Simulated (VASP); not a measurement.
Input of a VASP 6.6.1 run:

The input INCAR:

```
SYSTEM = Sr2Ti2HO6
  ALGO = Normal
  EDIFF = 1E-6
  ENCUT = 520
  GGA = RE
  GGA_COMPAT = .FALSE.
  ISIF = 2
  ISMEAR = -1
  ISYM = 0
  LASPH = .TRUE.
  LCHARG = .TRUE.
  LELF = .TRUE.
  LREAL = .FALSE.
  LVHAR = .TRUE.
  LWAVE = .FALSE.
  NBANDS = 52
  NELECT = 82.0
  NELM = 120
  PREC = Accurate
  SIGMA = 0.05
```

File KPOINTS:

```
Automatic mesh
0
Gamma
  1 1 1
  0.25 0.25 0.25
```

File POSCAR:

```
Sr2Ti2HO6
1.0
    7.7828210000      0.0000000000      0.0000000000
    0.0000000000      3.8914100000      0.0000000000
    0.0000000000      0.0000000000      3.8914100000
Sr Ti O H
2 2 6 1
Direct
    0.0046960000      0.0131350000      0.0099260000
    0.4988240000      0.9933710000      0.9934830000
    0.2433340000      0.4997460000      0.4939730000
    0.7477770000      0.4964740000      0.5111200000
    0.2529930000      0.4835950000      0.9896310000
    0.7487450000      0.4981300000      0.9876380000
    0.9975960000      0.5026830000      0.5080430000
    0.4978200000      0.4989370000      0.5227140000
    0.2505580000      0.0031080000      0.4961470000
    0.7538640000      0.9924980000      0.5108560000
    0.2420100000      0.9944670000      0.9958300000
```

Potentials or basis: VASP PAW PBE potentials, release 64 (Sr_sv, Ti_sv, O, H).

Run with:

```sh
$ cat potpaw_PBE.64/Sr_sv/POTCAR potpaw_PBE.64/Ti_sv/POTCAR potpaw_PBE.64/O/POTCAR potpaw_PBE.64/H/POTCAR > POTCAR
$ mpirun -np 1 vasp_std > vasp.out
```

(1) Predict the largest force.

## Answers

(1) 1.504 eV/Å.

Caveat: the k points lie up to 1.61 Å⁻¹ apart; the cell carries a net charge on a neutralising background, which shifts energy and pressure; the PAW data sets were made with another functional, which shifts forces and pressure a little.
